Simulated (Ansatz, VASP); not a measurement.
# NaH: VASP beside Ansatz

```
Na H
1.0
     3.37675    0.00000    0.00000
    -1.68837    2.92435    0.00000
     0.00000    0.00000   11.48954
Na H
4 4
Direct
  0.66667 0.33333 0.87808
  0.33333 0.66667 0.12192
  0.33333 0.66667 0.37808
  0.66667 0.33333 0.62192
  0.00000 0.00000 0.00000
  0.00000 0.00000 0.50000
  0.66667 0.33333 0.25000
  0.33333 0.66667 0.75000
```

Alike in both runs: functional PBE; k mesh 6 × 6 × 2; occupations gaussian, width 0.1 eV; no spin polarisation.

Ansatz relaxed the structure, and its values are those at the end. VASP's run is a single point on that final structure, the one shown.

|  | VASP | Ansatz |
| --- | --- | --- |
| version | VASP 6.6.1 | Ansatz 0.2.0 |
| potentials or method | VASP PAW PBE potentials, release 64 (Na_pv, H), cutoff 500 eV | scalar-relativistic, plane waves, PAW |
| valence electrons in the cell | 32 | 40 |

Ansatz gave:

```
gap on the k mesh at the Fermi level (eV) : 3.57
least direct gap on the mesh (eV)         : 4.17
pressure (GPa)                            : 0.0
```

**Question.** Estimate VASP's values.

**Answer.** gap on the k mesh at the Fermi level (eV): 3.57; least direct gap on the mesh (eV): 4.17; pressure (GPa): -0.1.

VASP's potentials hold 32 valence electrons a cell and Ansatz's 40, so a difference there can come from the potentials and not from the codes.
